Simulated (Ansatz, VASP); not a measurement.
One calculation of GdO, two programs

Contents of INCAR:

```
SYSTEM = GdO
PREC     = Accurate       ! precision mode
ENCUT    = 520            ! plane-wave cutoff, eV
EDIFF    = 1E-6           ! SCF threshold, eV
ISMEAR   = -1             ! smearing method
SIGMA    = 0.05           ! smearing width, eV
LREAL    = .False.        ! projectors in reciprocal space
LASPH    = .True.         ! aspherical terms in the spheres
NELM     = 150            ! most SCF steps
ALGO     = Normal         ! electronic algorithm
ISIF     = 2              ! what is computed and relaxed
LWAVE    = .False.        ! write WAVECAR
LCHARG   = .False.        ! write CHGCAR
ISPIN    = 2              ! spin polarisation
MAGMOM   = 7 0            ! initial moments
LORBIT   = 11             ! projections on sites
LMAXMIX  = 6              ! l up to which the mixer works
LDAU     = .True.         ! DFT+U
LDAUTYPE = 2            
LDAUL    = 3 -1           ! shell
LDAUU    = 3 0            ! U, eV
LDAUJ    = 0 0          
LDAUPRINT= 1            
GGA      = CA             ! functional
NBANDS   = 23             ! bands
```

KPOINTS

```
regular mesh
0
Gamma
  10 10 9
  0 0 0
```

File POSCAR:

```
GdO
1.0
    3.1132995800      0.0000000000      0.0000000000
   -1.5566497900      2.6961965200      0.0000000000
    0.0000000000      0.0000000000      3.0384261400
Gd O
1 1
Direct
    0.0000000000      0.0000000000      0.0000000000
    0.6666666667      0.3333333333      0.5000000000
```

input.yaml

```yaml
crystal:
  lattice:
    - [3.11329958, 0.0, 0.0]
    - [-1.55664979, 2.69619652, 0.0]
    - [0.0, 0.0, 3.03842614]
  atoms:
    - { symbol: Gd, position: [0.0, 0.0, 0.0], spin: 7.0 }
    - { symbol: O, position: [0.6666666667, 0.3333333333, 0.5] }
hamiltonian:
  xc: lda
  pseudopotentials: { kind: paw }
  hubbard: { sites: [{ species: Gd, l: f, u_eff: 3.0 }] }
magnetization:
  spin_polarized: true
kpoints:
  mp_grid: { grid: [10, 10, 9] }
  band_path:
    path:
      - [[0.0, 0.0, 0.0], [0.5, 0.0, 0.0], [0.3333333333, 0.3333333333, 0.0], [0.0, 0.0, 0.0], [0.0, 0.0, 0.5], [0.5, 0.0, 0.5], [0.3333333333, 0.3333333333, 0.5], [0.0, 0.0, 0.5]]
      - [[0.5, 0.0, 0.5], [0.5, 0.0, 0.0]]
      - [[0.3333333333, 0.3333333333, 0.0], [0.3333333333, 0.3333333333, 0.5]]
    npoints: 14
scf:
  occupations: { method: fermi_dirac, width: 0.05 }
  n_extra_bands: 6
output:
  forces: true
  stress: true
  eigenvalues: true
  fatbands: false
```

Alike in both runs: functional LDA; k mesh 10 × 10 × 9; occupations fermi-dirac, width 0.05 eV; collinear spin; Hubbard terms Gd f U = 3.0 eV.

```csv
,VASP,Ansatz
version,VASP 6.6.1,Ansatz 0.2.0
potentials or method,"VASP PAW PBE potentials, release 64 (Gd, O)",Ansatz PAW
plane-wave cutoff (eV),520,420
valence electrons in the cell,24,24
task,single point,band structure
```

|  | VASP | Ansatz | Ansatz less VASP |
| --- | --- | --- | --- |
| gap on the k mesh at the Fermi level (eV) | none | none | - |
| pressure (GPa) | 20.0 | 19.4 | -0.63 |
| traceless stress, the component that is largest in VASP (GPa) | -1.91 | -1.91 | +0.007 |
| net moment per atom (μB) | 3.66 | 3.69 | +0.029 |
| size of the moment on the site where the two differ most (μB) | 6.98 | 6.95 | -0.032 |

VASP's potentials were made for PBE, not for LDA. LDA's correlation is that of Perdew and Zunger in VASP and of Perdew and Wang (1992) in Ansatz. Site moments also hang on the region over which each program counts them. The programs project onto different local orbitals, so the same U acts differently, and such runs can settle in different states. A gap of «none» marks a metal or a gap that the smearing closes.

Spin-orbit coupling is off throughout. Noted on Ansatz's run: the magnetic or orbital state may not be the lowest.
